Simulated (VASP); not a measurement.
TaN: electric field gradients with LDA

Crystal: TaN.

```
Ta N
1.0
     2.90862    0.00000    0.00000
    -1.45431    2.51894    0.00000
     0.00000    0.00000    2.88300
Ta N
1 1
Direct
  0.33333 0.66667 0.50000
  0.00000 0.00000 0.00000
```

This cell differs from its parent crystal: equal xx and yy strain of -1 %.

```json
{
  "Program": "VASP 6.6.1",
  "Task": "electric field gradients",
  "Functional": "LDA",
  "Potentials or basis": "VASP PAW LDA potentials, release 64 (Ta_sv_GW, N)",
  "Cutoff": "520 eV",
  "k mesh": "12 × 12 × 10",
  "Occupations": "fermi-dirac, width 0.02 eV",
  "Spin": "no spin polarisation",
  "Dipole correction": "no",
  "Further INCAR settings": "ALGO = Normal; EDIFF = 1e-08; NBANDS = 16"
}
```

| Quantity | Value |
| --- | --- |
| Pressure | -4.0 GPa |
| Band gap on the k mesh | zero (bands 9 and 10 overlap by 0.51 eV) |
| Largest electric field gradient by atom | Ta +39.0; N +1.3 V/Å² |

Stress tensor (GPa, compression positive):
```
-1.64  0.00  0.00
 0.00 -1.64  0.00
 0.00  0.00 -8.83
```

Levels at points of the mesh, in eV from the Fermi level:
```
           k point  band 5  band 6  band 7  band 8  band 9  band 10  band 11  band 12  band 13  band 14
(0.00, 0.00, 0.00)  -17.74   -4.64   -4.64   -4.40   -3.05     2.50     3.52     3.52     3.95     3.95
(0.50, 0.00, 0.00)  -15.31   -8.42   -5.46   -3.65   -3.19     2.90     4.15     5.14     5.41     7.58
(0.00, 0.00, 0.50)  -14.96   -9.51   -3.80   -3.80   -0.22    -0.22     2.25     3.31     3.31     8.41
(0.50, 0.00, 0.50)  -15.71   -7.48   -6.30   -5.81   -0.36     4.25     5.46     6.06     7.16    10.34
```

Electric field gradients, principal values (V/Å²):
```
atom    least   middle  greatest (by size)
1 Ta  -19.480  -19.481              38.961
 2 N   -0.661   -0.662               1.323
```

Wall time 18 s on 1 thread of Intel(R) Xeon(R) Platinum 8488C (Sapphire Rapids), on a shared host, peak memory 0.17 GiB.

Caveat: the cell differs from its parent crystal (equal xx and yy strain of -1 %); the stress differs along the axes, from -9 to -2 GPa; without QUAD_EFG the Cq values of the log hold for a quadrupole moment of 1 mb, not for the nuclei; spin-orbit coupling is left out, which moves the levels of the heavy elements.
